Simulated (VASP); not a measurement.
## SiC: single point with revPBE+D4

SiC:

```
Si C
1.0
     3.13573    0.00000    0.00000
    -1.56786    2.71562    0.00000
     0.00000    0.00000   15.36963
Si C
6 6
Cartesian
  1.5679 0.9052 7.0439
  0.0000 1.8104 14.7287
  1.5679 0.9052 12.1681
  0.0000 1.8104 4.4833
  0.0000 0.0000 9.6060
  0.0000 0.0000 1.9212
  1.5679 0.9052 5.1227
  0.0000 1.8104 12.8075
  1.5679 0.9052 10.2469
  0.0000 1.8104 2.5621
  0.0000 0.0000 7.6848
  0.0000 0.0000 0.0000
```

| Property | Result |
| --- | --- |
| Program | VASP 6.6.1 |
| Task | single point |
| Functional | revPBE |
| Dispersion | D4 |
| Potentials or basis | VASP PAW PBE potentials, release 64 (Si, C) |
| Cutoff | 520 eV |
| k mesh | 10 × 10 × 2 |
| Occupations | fermi-dirac, width 0.05 eV |
| Spin | no spin polarisation |
| Dipole correction | no |
| Further INCAR settings | ALGO = Normal; EDIFF = 1e-06; NBANDS = 36 |

```yaml
Pressure: -13.5 GPa
Largest_force: 0.140 eV/Å
Band_gap_on_the_k_mesh: 2.04 eV (least direct gap 3.12 eV)
Dispersion_energy_per_atom: -0.617 eV
```

Forces on the atoms (eV/Å):
```
Si   0.000  0.000  0.046
Si   0.000  0.000  0.046
Si   0.000  0.000  0.028
Si   0.000  0.000  0.028
Si   0.000  0.000  0.047
Si   0.000  0.000  0.047
C    0.000  0.000 -0.019
C    0.000  0.000 -0.019
C    0.000  0.000  0.038
C    0.000  0.000  0.038
C    0.000  0.000 -0.140
C    0.000  0.000 -0.140
```

Stress tensor (GPa, compression positive):
```
-13.82   0.00   0.00
  0.00 -13.82   0.00
  0.00   0.00 -13.01
```

Levels at points of the mesh, in eV from the valence-band top:
```csv
k point,band 22,band 23,band 24,band 25,band 26,band 27
"(0.00, 0.00, 0.00)",-0.04,0.00,0.00,4.73,4.91,5.30
"(0.50, 0.00, 0.00)",-1.73,-1.62,-1.08,2.04,2.21,3.14
"(0.00, 0.00, 0.50)",-0.09,-0.09,-0.09,4.80,4.80,5.53
"(0.50, 0.00, 0.50)",-1.68,-1.27,-1.27,2.07,2.07,3.37
```

Wall time 68 s on 1 thread of Intel(R) Xeon(R) 6975P-C (Granite Rapids), with other jobs on the host, peak memory 0.28 GiB.

Caveat: the cell stands under tension; the PAW data sets were made with another functional, which shifts forces and pressure a little. Expect the measured gap to be larger: semilocal functionals such as revPBE lack the derivative discontinuity.
